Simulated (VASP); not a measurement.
Set up this calculation in VASP 6.6.1, as the native input.

| Quantity | Value |
| --- | --- |
| Task | single point |
| Functional | LDA |
| Potentials or basis | VASP PAW LDA potentials, release 64 (Al, N) |
| Cutoff | 520 eV |
| k mesh | 9 × 9 × 6 |
| Occupations | gaussian, width 0.05 eV |
| Spin | no spin polarisation |
| Dipole correction | no |
| Further INCAR settings | ALGO = Normal; EDIFF = 1e-07; NBANDS = 16 |

The structure of AlN lies in POSCAR:

```
AlN
1.0
    3.0887424016      0.0000000000      0.0000000000
   -1.5443712008      2.6749293856      0.0000000000
    0.0000000000      0.0000000000      4.9437688231
Al N
2 2
Direct
    0.2981987431      0.6409463615      0.0015212672
    0.7018012569      0.3590536385      0.5015212672
    0.3646850611      0.6896177243      0.3834787328
    0.6353149389      0.3103822757      0.8834787328
```

This cell differs from its parent crystal: mode 4 frozen in at -0.069 Å and mode 5 at -0.069 Å (largest displacements).

These files were run (other wordings do the same):

INCAR

```
PREC = Accurate
ENCUT = 520
EDIFF = 1E-7
ISMEAR = 0
SIGMA = 0.05
LREAL = F
LASPH = T
NELM = 100
ALGO = Normal
ISIF = 2
LWAVE = F
LCHARG = F
NBANDS = 16
```

KPOINTS

```
regular mesh
0
Gamma
  9 9 6
```

Potentials or basis: VASP PAW LDA potentials, release 64 (Al, N).

Run with:

```sh
$ cat potpaw_LDA.64/Al/POTCAR potpaw_LDA.64/N/POTCAR > POTCAR
$ mpirun -np 1 vasp_std > vasp.out
```

Results of the run:

* Pressure: 0.3 GPa
* Largest force: 0.590 eV/Å
* Band gap on the k mesh: 4.31 eV, direct

Caveat: the cell differs from its parent crystal (mode 4 frozen in at -0.069 Å and mode 5 at -0.069 Å (largest displacements)).

It took 60 s on 1 thread of Intel Xeon 6975P-C (shared host), peak memory 0.21 GiB.
